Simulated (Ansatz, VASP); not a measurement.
## Sb in VASP and in Ansatz

```xyz
4
Lattice="4.0687 0.0000 0.0000 -2.0343 3.5236 0.0000 0.0000 0.0000 20.8000" Properties=species:S:1:pos:R:3 pbc="T T T"
Sb    0.0000    2.3491    6.1500
Sb    2.0343    1.1745    4.5000
Sb    2.0343    1.1745   11.6500
Sb    0.0000    2.3491   10.0000
```

Alike in both runs: task single point; functional PBE; dispersion D3(BJ); k mesh 9 × 9 × 1; occupations gaussian, width 0.05 eV; no spin polarisation.

|  | VASP | Ansatz |
| --- | --- | --- |
| version | VASP 6.6.1 | Ansatz 0.2.0 |
| potentials or method | VASP PAW PBE potentials, release 64 (Sb), cutoff 520 eV | scalar-relativistic, plane waves, PAW |
| valence electrons in the cell | 20 | 60 |

VASP gave:

```
gap on the k mesh at the Fermi level (eV) : 0.86
least direct gap on the mesh (eV)         : 1.29
rms of the force components (eV/Å)        : 0.049
```

Question: Which values does Ansatz return?

Answer: gap on the k mesh at the Fermi level (eV): 0.85; least direct gap on the mesh (eV): 1.33; rms of the force components (eV/Å): 0.023.

Atom by atom the forces differ by 0.050 eV/Å (rms over components). VASP's potentials hold 20 valence electrons a cell and Ansatz's 60, so a difference there can come from the potentials and not from the codes.

Neither program's run includes spin-orbit coupling.
